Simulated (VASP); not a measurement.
# AgPt3 (Pm-3m) in VASP: vibrations by perturbation theory with LDA

Aim: the vibrations by perturbation theory of AgPt3 with LDA.

All numbers are computed with VASP 6.6.1; they aren't measurements. Logs are shortened: lines on timing, memory, paths and dates and some standing lists are left out, and cuts for length are marked.

## (1) The cell of the first run

The structure is cubic, space group Pm-3m (No. 221). The conventional cell has a = 3.939 Å, b = 3.939 Å, c = 3.939 Å, α = 90.00°, β = 90.00°, γ = 90.00°. Within 3.7 Å of Ag (site symmetry m-3m) lie 12 Pt at 2.79 Å. Within 3.7 Å of Pt (site symmetry 4/mmm) lie 4 Ag at 2.79 Å and 8 Pt at 2.79 Å.

## (2) Vibrations by perturbation theory, LDA (15.28 Å³/atom)

Contents of INCAR:

```
PREC = Accurate ; ENCUT = 520
EDIFF = 1E-8 ; ISMEAR = -1
SIGMA = 0.15 ; LREAL = F
LASPH = T ; NELM = 60
ALGO = Fast ; ISIF = 2
LWAVE = F ; LCHARG = F
GGA = CA ; IBRION = 8
NSW = 1
```

Contents of KPOINTS:

```
regular mesh
0
Gamma
  12 12 12
```

Contents of POSCAR:

```
AgPt3
1.0
    3.9391366703      0.0000000000      0.0000000000
    0.0000000000      3.9391366703      0.0000000000
    0.0000000000      0.0000000000      3.9391366703
Ag Pt
1 3
Direct
    0.0000000000      0.0000000000      0.0000000000
    0.0000000000      0.5000000000      0.5000000000
    0.5000000000      0.0000000000      0.5000000000
    0.5000000000      0.5000000000      0.0000000000
```

Potentials or basis: VASP PAW LDA potentials, release 64 (Ag, Pt).

Command:

```sh
cat potpaw_LDA.64/Ag/POTCAR potpaw_LDA.64/Pt/POTCAR > POTCAR
mpirun -np 1 vasp_std > vasp.out
```

OUTCAR:

```text
PREC = Accurate
   ENCUT = 520
   EDIFF = 1E-8
   ISMEAR = -1
   LREAL = F
   LASPH = T
   NELM = 60
   ISIF = 2
   GGA = CA
   IBRION = 8
   NSW = 1

 ion  position               nearest neighbor table
   1  0.000  0.000  0.000-   2 2.79   3 2.79   4 2.79   2 2.79   3 2.79   2 2.79   4 2.79   2 2.79
                             3 2.79   4 2.79   3 2.79   4 2.79
   2  0.000  0.500  0.500-   1 2.79   3 2.79   4 2.79   1 2.79   4 2.79   1 2.79   3 2.79   1 2.79
                             3 2.79   4 2.79   4 2.79   3 2.79
   3  0.500  0.000  0.500-   1 2.79   2 2.79   4 2.79   1 2.79   4 2.79   2 2.79   4 2.79   4 2.79
                             1 2.79   2 2.79   1 2.79   2 2.79
   4  0.500  0.500  0.000-   1 2.79   2 2.79   3 2.79   2 2.79   3 2.79   1 2.79   3 2.79   3 2.79
                             1 2.79   2 2.79   2 2.79   1 2.79

  LATTYP: Found a simple cubic cell.
 ALAT       =     3.9391366703

  Lattice vectors:

 A1 = (   3.9391366703,   0.0000000000,   0.0000000000)
 A2 = (   0.0000000000,   3.9391366703,   0.0000000000)
 A3 = (   0.0000000000,   0.0000000000,   3.9391366703)

Analysis of symmetry for initial positions (statically):
=====================================================================
 Subroutine PRICEL returns:
 Original cell was already a primitive cell.

 Routine SETGRP: Setting up the symmetry group for a
 simple cubic supercell.

 Subroutine GETGRP returns: Found 48 space group operations
 (whereof 48 operations were pure point group operations)
 out of a pool of 48 trial point group operations.

The static configuration has the point symmetry O_h .

Analysis of symmetry for dynamics (positions and initial velocities):
=====================================================================
 Subroutine PRICEL returns:
 Original cell was already a primitive cell.

 Routine SETGRP: Setting up the symmetry group for a
 simple cubic supercell.
[... 856 lines left out ...]

[... ionic steps 5 to 6 ...]

--------------------------------------- Ionic step        7  -------------------------------------------

------------------------ aborting loop because EDIFF is reached ----------------------------------------

--------------------------------------- Ionic step        8  -------------------------------------------

 Free energy of the ion-electron system (eV)
  ---------------------------------------------------
  ---------------------------------------------------
  free energy    TOTEN  =        -0.25650595 eV

  energy without entropy =       -0.25650594

------------------------ aborting loop because EDIFF is reached ----------------------------------------

 INTERNAL STRAIN TENSOR  FOR ION    2  DIRECTION 2   (eV/Angst):
 -----------------------------------------------------------------------------
     0.02240  0.00000  0.00000
     0.00000 -0.00097  0.00000
     0.00000  0.00000  0.01185

 INTERNAL STRAIN TENSOR FOR ION    4 for displacements in x,y,z  (eV/Angst):
          X           Y           Z          XY          YZ          ZX
  --------------------------------------------------------------------------------
  x     0.00000     0.00000     0.00000     0.00000     0.00000     0.00000
  y     0.00000     0.00000     0.00000     0.00000     0.00000     0.00000
  z     0.00000     0.00000     0.00000     0.00000     0.00000     0.00000

 SECOND DERIVATIVES (NOT SYMMETRIZED)
 ------------------------------------
               1X          1Y          1Z          2X          2Y          2Z          3X          3Y          3Z          4X          4Y          4Z
  1X   -10.640002    0.000000    0.000000   -0.924061    0.000000   -0.000000    5.782032    0.000000    0.000000    5.782032   -0.000000    0.000000
  1Y    -0.000000  -10.640002    0.000000    0.000000    5.782032   -0.000000   -0.000000   -0.924061    0.000000    0.000000    5.782032    0.000000
  1Z     0.000000    0.000000  -10.640002    0.000000    0.000000    5.782032   -0.000000    0.000000    5.782032    0.000000   -0.000000   -0.924061
  2X    -0.922842    0.000000   -0.000000   -9.736900   -0.000000    0.000000    5.329871    0.000000   -0.000000    5.329871   -0.000000   -0.000000
  2Y     0.000000    5.778928    0.000000    0.000000  -10.651853    0.000000    0.000000    5.331254    0.000000    0.000000   -0.458330    0.000000
  2Z     0.000000    0.000000    5.778928    0.000000    0.000000  -10.651853    0.000000    0.000000   -0.458330    0.000000    0.000000    5.331254
  3X     5.778928    0.000000    0.000000    5.331254    0.000000    0.000000  -10.651853    0.000000    0.000000   -0.458330    0.000000    0.000000
  3Y     0.000000   -0.922842   -0.000000    0.000000    5.329871    0.000000    0.000000   -9.736900    0.000000   -0.000000    5.329871   -0.000000
  3Z     0.000000    0.000000    5.778928    0.000000    0.000000   -0.458330    0.000000    0.000000  -10.651853    0.000000    0.000000    5.331254
  4X     5.778928    0.000000    0.000000    5.331254    0.000000    0.000000   -0.458330    0.000000    0.000000  -10.651853    0.000000    0.000000
  4Y     0.000000    5.778928    0.000000    0.000000   -0.458330    0.000000    0.000000    5.331254    0.000000    0.000000  -10.651853    0.000000
  4Z     0.000000    0.000000   -0.922842    0.000000   -0.000000    5.329871   -0.000000    0.000000    5.329871    0.000000    0.000000   -9.736900

 Eigenvectors and eigenvalues of the dynamical matrix
 ----------------------------------------------------

   1 f  =    5.976668 THz    37.552515 2PiTHz  199.360198 cm-1    24.717503 meV
             X         Y         Z           dx          dy          dz
      0.000000  0.000000  0.000000     0.451186   -0.551375   -0.226691
      0.000000  1.969568  1.969568     0.174671    0.311691    0.128148
      1.969568  0.000000  1.969568    -0.255055   -0.213457    0.128148
      1.969568  1.969568  0.000000    -0.255055    0.311691   -0.087760
[... 71 lines left out ...]
  12 f/i=    0.000492 THz     0.003090 2PiTHz    0.016403 cm-1     0.002034 meV
             X         Y         Z           dx          dy          dz
      0.000000  0.000000  0.000000    -0.149685   -0.124878   -0.342865
      0.000000  1.969568  1.969568    -0.201367   -0.167978   -0.461200
      1.969568  0.000000  1.969568    -0.201346   -0.167995   -0.461200
      1.969568  1.969568  0.000000    -0.201346   -0.167978   -0.461247

--------------------------------------------------------------------------------------------------------

 ELASTIC MODULI CONTR FROM IONIC RELAXATION (kBar)
 Direction    XX          YY          ZZ          XY          YZ          ZX
 --------------------------------------------------------------------------------
 XX           0.0000      0.0000      0.0000      0.0000      0.0000      0.0000
 YY           0.0000      0.0000      0.0000      0.0000      0.0000      0.0000
 ZZ           0.0000      0.0000      0.0000      0.0000      0.0000      0.0000
 XY           0.0000      0.0000      0.0000      0.0000      0.0000      0.0000
 YZ           0.0000      0.0000      0.0000      0.0000      0.0000      0.0000
 ZX           0.0000      0.0000      0.0000      0.0000      0.0000      0.0000
 --------------------------------------------------------------------------------
```

OSZICAR:

```text
N       E                     dE             d eps       ncg     rms          rms(c)
DAV:   1     0.266303122520E+03    0.26630E+03   -0.21098E+04  4040   0.164E+03
DAV:   2    -0.210093539209E+02   -0.28731E+03   -0.28151E+03  4864   0.359E+02
DAV:   3    -0.278601539790E+02   -0.68508E+01   -0.67584E+01  4368   0.580E+01
DAV:   4    -0.279272294377E+02   -0.67075E-01   -0.66940E-01  4448   0.557E+00
[... 61 lines left out ...]
RMM:   9    -0.256506536648E+00    0.41621E-05   -0.47592E-08 25549   0.496E-04    0.402E-05
RMM:  10    -0.256506243468E+00    0.29318E-06   -0.12521E-07 25571   0.121E-04    0.365E-05
RMM:  11    -0.256506008903E+00    0.23457E-06   -0.16093E-07 25389   0.551E-05    0.111E-05
RMM:  12    -0.256505947177E+00    0.61725E-07   -0.54502E-08 26154   0.387E-05    0.383E-06
RMM:  13    -0.256505945022E+00    0.21550E-08   -0.34275E-08 26276   0.177E-05    0.353E-06
 Linear response finished
```

Run time: 36 min. Hardware: 1 thread of Oxide Virtual Turin-like, shared host; peak memory 0.98 GiB.

What came out:

| Quantity | Value |
| --- | --- |
| Highest phonon frequency at Γ | 199 cm⁻¹ |

Phonon frequencies in cm⁻¹ (negative: imaginary):
| q point | frequencies |
| --- | --- |
| (0.000, 0.000, 0.000) | 0 0 0 119 119 119 127 127 127 199 199 199 |

Caveat: the cell stands under pressure or tension, which shifts response properties; spin-orbit coupling is left out, which moves the levels of the heavy elements.
